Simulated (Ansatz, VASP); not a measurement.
**HfO2: VASP beside Ansatz**

```
Hf O
1.0
     5.06925    0.06157    0.06157
     0.06157    5.06925    0.06157
     0.06157    0.06157    5.06925
Hf O
4 8
Direct
  0.98799 0.98799 0.98799
  0.99843 0.49625 0.49625
  0.49625 0.99843 0.49625
  0.49625 0.49625 0.99843
  0.27740 0.27740 0.27740
  0.22629 0.22629 0.77186
  0.22629 0.77186 0.22629
  0.26869 0.71825 0.71825
  0.77186 0.22629 0.22629
  0.71825 0.26869 0.71825
  0.71825 0.71825 0.26869
  0.76346 0.76346 0.76346
```

Alike in both runs: functional PBEsol; k mesh 4 × 4 × 4; no spin polarisation.

Ansatz relaxed the structure, and its values are those at the end. VASP's run is a single point on that final structure, the one shown.

|  | VASP | Ansatz |
| --- | --- | --- |
| version | VASP 6.6.1 | Ansatz 0.2.0 |
| potentials or method | VASP PAW PBE potentials, release 64 (Hf_pv, O), cutoff 520 eV | scalar-relativistic, plane waves, PAW |
| occupations | gaussian, width 0.01 eV | fixed |
| valence electrons in the cell | 88 | 152 |

```csv
,VASP,Ansatz,Ansatz less VASP
gap on the k mesh at the Fermi level (eV),4.29,4.30,+0.013
least direct gap on the mesh (eV),4.30,4.31,+0.007
pressure (GPa),-3.2,0.1,+3.38
rms of the force components (eV/Å),0.011,0.001,-0.0104
```

VASP's potentials were made for PBE, not for PBEsol. VASP's potentials hold 88 valence electrons a cell and Ansatz's 152, so a difference there can come from the potentials and not from the codes. Ansatz's warnings: stress scf threshold loose, structure snapped to symmetry.

Spin-orbit coupling is off throughout.
